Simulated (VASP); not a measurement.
# In2O3 (R-3c) in VASP: electric field gradients with PBE

Aim: the electric field gradients of In2O3 with PBE.

All numbers are computed with VASP 6.6.1; they aren't measurements. Logs are shortened: lines on timing, memory, paths and dates and some standing lists are left out, and cuts for length are marked.

### 1 The cell of the first run

It takes space group R-3c (No. 167, trigonal). Conventional cell: a = 5.516 Å, b = 5.516 Å, c = 14.591 Å, α = 90.00°, β = 90.00°, γ = 120.00°. Within 2.8 Å of In (site symmetry 3) lie 6 O at 2.13 to 2.26 Å. O (site symmetry 2) has 4 In at 2.13 to 2.26 Å and 8 O at 2.83 to 3.12 Å within 3.2 Å.

### 2 Electric field gradients, PBE

INCAR reads:

```
PREC     = Accurate       # precision mode
ENCUT    = 520            # plane-wave cutoff, eV
EDIFF    = 1E-8           # SCF threshold, eV
ISMEAR   = -1             # smearing method
SIGMA    = 0.01           # smearing width, eV
LREAL    = False          # projectors in reciprocal space
LASPH    = True           # aspherical terms in the spheres
NELM     = 100            # most SCF steps
ALGO     = Normal         # electronic algorithm
ISIF     = 2              # what is computed and relaxed
LWAVE    = False          # write WAVECAR
LCHARG   = False          # write CHGCAR
GGA      = PE             # functional
LEFG     = True         
NBANDS   = 55             # bands
```

KPOINTS reads:

```
regular mesh
0
Gamma
  6 6 6
```

POSCAR reads:

```
In2O3
1.0
    2.7581043173      1.5923922700      4.8636867567
   -2.7581043173      1.5923922700      4.8636867567
    0.0000000000     -3.1847845401      4.8636867567
In O
4 6
Direct
    0.6428840000      0.6428840000      0.6428840000
    0.8571160000      0.8571160000      0.8571160000
    0.3571160000      0.3571160000      0.3571160000
    0.1428840000      0.1428840000      0.1428840000
    0.0464953000      0.7500000000      0.4535047000
    0.7500000000      0.4535047000      0.0464953000
    0.4535047000      0.0464953000      0.7500000000
    0.9535047000      0.2500000000      0.5464953000
    0.5464953000      0.9535047000      0.2500000000
    0.2500000000      0.5464953000      0.9535047000
```

Potentials or basis: VASP PAW PBE potentials, release 64 (In_d, O).

On the command line:

```console
cat potpaw_PBE.64/In_d/POTCAR potpaw_PBE.64/O/POTCAR > POTCAR
mpirun -np 1 vasp_std > vasp.out
```

OUTCAR:

```text
PREC = Accurate
   ENCUT = 520
   EDIFF = 1E-8
   ISMEAR = -1
   LREAL = False
   LASPH = True
   NELM = 100
   ISIF = 2
   GGA = PE

 ion  position               nearest neighbor table
   1  0.643  0.643  0.643-  10 2.13   9 2.13   8 2.13   5 2.26   6 2.26   7 2.26   2 3.13   3 3.26
                             3 3.26   3 3.26   2 3.63   2 3.63   2 3.63   4 4.01   4 4.01   4 4.01
   2  0.857  0.857  0.857-   8 2.13   9 2.13  10 2.13   6 2.26   5 2.26   7 2.26   1 3.13   4 3.26
                             4 3.26   4 3.26   1 3.63   1 3.63   1 3.63   3 4.01   3 4.01   3 4.01
   3  0.357  0.357  0.357-   6 2.13   7 2.13   5 2.13   8 2.26  10 2.26   9 2.26   4 3.13   1 3.26
                             1 3.26   1 3.26   4 3.63   4 3.63   4 3.63   2 4.01   2 4.01   2 4.01
   4  0.143  0.143  0.143-   5 2.13   7 2.13   6 2.13  10 2.26   8 2.26   9 2.26   3 3.13   2 3.26
                             2 3.26   2 3.26   3 3.63   3 3.63   3 3.63   1 4.01   1 4.01   1 4.01
   5  0.046  0.750  0.454-   4 2.13   3 2.13   1 2.26   2 2.26
   6  0.750  0.454  0.046-   3 2.13   4 2.13   2 2.26   1 2.26
   7  0.454  0.046  0.750-   3 2.13   4 2.13   1 2.26   2 2.26
   8  0.954  0.250  0.546-   2 2.13   1 2.13   3 2.26   4 2.26
   9  0.546  0.954  0.250-   1 2.13   2 2.13   3 2.26   4 2.26
  10  0.250  0.546  0.954-   1 2.13   2 2.13   4 2.26   3 2.26

  LATTYP: Found a trigonal (rhomboedric) cell.
 ALAT       =     5.8136306585
 COS(alpha) =     0.5498507853

  Lattice vectors:

 A1 = (   2.7581043173,   1.5923922700,   4.8636867567)
 A2 = (  -2.7581043173,   1.5923922700,   4.8636867567)
 A3 = (   0.0000000000,  -3.1847845401,   4.8636867567)

Analysis of symmetry for initial positions (statically):
=====================================================================
 Subroutine PRICEL returns:
 Original cell was already a primitive cell.

 Routine SETGRP: Setting up the symmetry group for a
 trigonal (rhombohedral) supercell.

 Subroutine GETGRP returns: Found 12 space group operations
 (whereof  6 operations were pure point group operations)
 out of a pool of 12 trial point group operations.

The static configuration has the point symmetry S_6 .
 The point group associated with its full space group is D_3d.

Analysis of symmetry for dynamics (positions and initial velocities):
=====================================================================
 Subroutine PRICEL returns:
 Original cell was already a primitive cell.

 Routine SETGRP: Setting up the symmetry group for a
 trigonal (rhombohedral) supercell.

 Subroutine GETGRP returns: Found 12 space group operations
 (whereof  6 operations were pure point group operations)
 out of a pool of 12 trial point group operations.

The dynamic configuration has the point symmetry S_6 .
 The point group associated with its full space group is D_3d.

 Subroutine INISYM returns: Found 12 space group operations
 (whereof  6 operations are pure point group operations),
 and found     1 'primitive' translations

----------------------------------------------------------------------------------------

                                     Primitive cell

  volume of cell :     128.1674

  direct lattice vectors                    reciprocal lattice vectors
     2.758104317  1.592392270  4.863686757     0.181283934  0.104664328  0.068535115
    -2.758104317  1.592392270  4.863686757    -0.181283934  0.104664328  0.068535115
     0.000000000 -3.184784540  4.863686757     0.000000000 -0.209328656  0.068535115

  length of vectors
     5.813630659  5.813630659  5.813630659     0.220262453  0.220262453  0.220262453

  position of ions in fractional coordinates (direct lattice)
     0.642884000  0.642884000  0.642884000
     0.857116000  0.857116000  0.857116000
     0.357116000  0.357116000  0.357116000
     0.142884000  0.142884000  0.142884000
     0.046495300  0.750000000  0.453504700
     0.750000000  0.453504700  0.046495300
     0.453504700  0.046495300  0.750000000
     0.953504700  0.250000000  0.546495300
     0.546495300  0.953504700  0.250000000
     0.250000000  0.546495300  0.953504700

  ion indices of the primitive-cell ions
[... 101 lines left out ...]
   IMIX   =      4    mixing-type and parameters
     AMIX     =   0.40;   BMIX     =  1.00
     AMIX_MAG =   1.60;   BMIX_MAG =  1.00
  volume/ion in A,a.u.               =      12.82        86.49
  Fermi-wavevector in a.u.,A,eV,Ry     =   1.444253  2.729242 28.379928  2.085866
  Thomas-Fermi vector in A             =   2.562569
   LORBIT       =      0    0 simple, 1 ext, 2 COOP (PROOUT), +10 PAW based schemes
   GGA     = PE    functional components
   LHFCALC =     F    Hartree Fock is set to
   AEXX    =    0.0000 exact exchange contribution
   IVDW    =     0    specifies the selected vdW correction
   LEPSILON=     F    determine dielectric tensor
   LRPA    =     F    only Hartree local field effects (RPA)
 non-spin polarized calculation
  energy-cutoff  :      520.00
  volume of cell :      128.17
 maximum number of plane-waves:      3466
 NGX is ok and might be reduce to    48
   NGX = 21   NGY = 21   NGZ = 21

 number of electron      88.0000012 magnetization

 Free energy of the ion-electron system (eV)
  ---------------------------------------------------
  ext. energy  EPLUGINS =         0.00000000
  ---------------------------------------------------
  free energy    TOTEN  =       -55.38824208 eV

  energy without entropy =      -55.38824208  energy(sigma->0) =      -55.38824208

 E-fermi :   5.7336     XC(G=0): -11.1479

 val. band max:        5.4370674069   @ k =   0.3333  -0.0000  -0.0000
 cond. band min:       6.6196173909   @ k =   0.0000   0.0000   0.0000
 fundamental gap:      1.1825499840
 Fermi energy:         5.7335777293

 k-point     1 :       0.0000    0.0000    0.0000
  band No.  band energies     occupation
      1     -12.1104      2.00000
      2     -11.2478      2.00000
      3     -11.2478      2.00000
      4     -11.0365      2.00000
      5     -11.0365      2.00000
      6     -10.9519      2.00000
[... 1381 lines left out ...]
     54      15.9824      0.00000
     55      16.6413      0.00000

 [... further k-points ...]

------------------------ aborting loop because EDIFF is reached ----------------------------------------

  FORCE on cell =-STRESS in cart. coord.  units (eV):
  Direction    XX          YY          ZZ          XY          YZ          ZX
  --------------------------------------------------------------------------------------
  -------------------------------------------------------------------------------------
  Total        4.9403955      4.9403955      4.3232221     -0.0000000     -0.0000000     -0.0000000
  in kB       61.7582106     61.7582106     54.0431355     -0.0000000     -0.0000000     -0.0000000
  external PRESSURE =      59.1865189 kB  Pullay stress =       0.0000000 kB

 VOLUME and BASIS-vectors are now :
 -----------------------------------------------------------------------------
  energy-cutoff  :      520.00
  volume of cell :      128.17
      direct lattice vectors                 reciprocal lattice vectors
     2.758104317  1.592392270  4.863686757     0.181283934  0.104664328  0.068535115
    -2.758104317  1.592392270  4.863686757    -0.181283934  0.104664328  0.068535115
     0.000000000 -3.184784540  4.863686757     0.000000000 -0.209328656  0.068535115

 POSITION                                       TOTAL-FORCE (eV/Angst)
 -----------------------------------------------------------------------------------
      0.00000     -0.00000      9.38036         0.000000      0.000000     -0.072783
      0.00000     -0.00000     12.50623         0.000000     -0.000000      0.072783
      0.00000     -0.00000      5.21070         0.000000     -0.000000      0.072783
      0.00000     -0.00000      2.08483         0.000000      0.000000     -0.072783
     -1.94034     -0.17598      6.07961        -0.001856     -0.003215      0.000000
      0.81776      1.76837      6.07961        -0.001856      0.003215      0.000000
      1.12257     -1.59239      6.07961         0.003712      0.000000      0.000000
      1.94034      0.17598      8.51145         0.001856      0.003215      0.000000
     -1.12257      1.59239      8.51145        -0.003712      0.000000      0.000000
     -0.81776     -1.76837      8.51145         0.001856     -0.003215      0.000000
 -----------------------------------------------------------------------------------
    total drift:                                0.000000     -0.000000     -0.000000

  FREE ENERGIE OF THE ION-ELECTRON SYSTEM (eV)
  ---------------------------------------------------
  free  energy   TOTEN  =       -55.3882420793 eV

  energy  without entropy=      -55.3882420793  energy(sigma->0) =      -55.38824208

 Electric field gradients (V/A^2)
---------------------------------------------------------------------
 ion       V_xx      V_yy      V_zz      V_xy      V_xz      V_yz
---------------------------------------------------------------------
   1     -20.629   -20.629    41.258     0.000     0.000     0.000
   2     -20.629   -20.629    41.258    -0.000    -0.000     0.000
   3     -20.629   -20.629    41.258     0.000     0.000     0.000
   4     -20.629   -20.629    41.258    -0.000    -0.000     0.000
   5       6.528     9.147   -15.674     2.268   -33.701    19.457
   6       6.528     9.147   -15.674    -2.268    33.701    19.457
   7      10.456     5.218   -15.674    -0.000    -0.000   -38.914
   8       6.528     9.147   -15.674     2.268   -33.701    19.457
   9      10.456     5.218   -15.674     0.000    -0.000   -38.914
  10       6.528     9.147   -15.674    -2.268    33.701    19.457
---------------------------------------------------------------------

 Electric field gradients after diagonalization (V/A^2)
 (convention: |V_zz| > |V_xx| > |V_yy|)
----------------------------------------------------------------------
 ion       V_xx      V_yy      V_zz     asymmetry (V_yy - V_xx)/ V_zz
----------------------------------------------------------------------
   1     -20.629   -20.629    41.258       0.000
   2     -20.629   -20.629    41.258       0.000
   3     -20.629   -20.629    41.258       0.000
   4     -20.629   -20.629    41.258       0.000
   5      35.064    10.456   -45.520       0.541
   6      35.064    10.456   -45.520       0.541
   7      35.064    10.456   -45.520       0.541
   8      35.064    10.456   -45.520       0.541
   9      35.064    10.456   -45.520       0.541
  10      35.064    10.456   -45.520       0.541
----------------------------------------------------------------------

           NMR quadrupolar parameters

 Cq : quadrupolar parameter    Cq=e*Q*V_zz/h
 eta: asymmetry parameters     (V_yy - V_xx)/ V_zz
 Q  : nuclear electric quadrupole moment in mb (millibarn)
----------------------------------------------------------------------
 ion       Cq(MHz)       eta       Q (mb)
----------------------------------------------------------------------
   1       0.100       0.000       1.000
   2       0.100       0.000       1.000
   3       0.100       0.000       1.000
   4       0.100       0.000       1.000
   5      -0.110       0.541       1.000
   6      -0.110       0.541       1.000
   7      -0.110       0.541       1.000
   8      -0.110       0.541       1.000
   9      -0.110       0.541       1.000
  10      -0.110       0.541       1.000
----------------------------------------------------------------------
```

It took 7.4 min on 1 thread of Oxide Virtual Turin-like, shared host; peak memory 0.37 GiB.

Results:

| Quantity | Value |
| --- | --- |
| Free energy | -55.3882 eV |
| Pressure | 5.9 GPa |
| Largest force | 0.073 eV/Å |
| Band gap on the k mesh | 1.18 eV (least direct gap 1.23 eV) |
| Largest electric field gradient by atom | In +41.3; O -45.5 V/Å² |

Forces in eV/Å, atoms in the order of the input:
```
In   0.000  0.000 -0.073
In   0.000  0.000  0.073
In   0.000  0.000  0.073
In   0.000  0.000 -0.073
O   -0.002 -0.003  0.000
O   -0.002  0.003  0.000
O    0.004  0.000  0.000
O    0.002  0.003  0.000
O   -0.004  0.000  0.000
O    0.002 -0.003  0.000
```

Electric field gradients, principal values (V/Å²):
| atom | least | middle | greatest (by size) |
| --- | --- | --- | --- |
| 1 In | -20.629 | -20.629 | 41.258 |
| 2 In | -20.629 | -20.629 | 41.258 |
| 3 In | -20.629 | -20.629 | 41.258 |
| 4 In | -20.629 | -20.629 | 41.258 |
| 5 O | 10.456 | 35.064 | -45.520 |
| 6 O | 10.456 | 35.064 | -45.520 |
| 7 O | 10.456 | 35.064 | -45.520 |
| 8 O | 10.456 | 35.064 | -45.520 |
| 9 O | 10.456 | 35.064 | -45.520 |
| 10 O | 10.456 | 35.064 | -45.520 |

Caveat: the cell stands under pressure; without QUAD_EFG the Cq values of the log hold for a quadrupole moment of 1 mb, not for the nuclei; spin-orbit coupling is left out, which moves the levels of the heavy elements. A k mesh can miss the band edges.
